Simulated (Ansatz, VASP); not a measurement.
## One calculation of K, two programs

```xyz
1
Lattice="0.0000 2.4371 2.4371 2.4371 0.0000 2.4371 2.4371 2.4371 0.0000" Properties=species:S:1:pos:R:3 pbc="T T T"
K     0.0000    0.0000    0.0000
```

Change from the starting cell: volume scaled by 0.45, LAPW.

Alike in both runs: task single point; functional LDA; k mesh 12 × 12 × 12; occupations fermi-dirac, width 0.08 eV; no spin polarisation.

|  | VASP | Ansatz |
| --- | --- | --- |
| version | VASP 6.6.1 | Ansatz 0.2.0 |
| potentials or method | VASP PAW LDA potentials, release 64 (K_sv), cutoff 520 eV | all-electron LAPW, scalar-relativistic |

|  | VASP | Ansatz | Ansatz less VASP |
| --- | --- | --- | --- |
| pressure (GPa) | 13.7 | 13.7 | -0.02 |

LDA's correlation is that of Perdew and Zunger in VASP and of Perdew and Wang (1992) in Ansatz. Ansatz ran all-electron here, and VASP with PAW potentials.
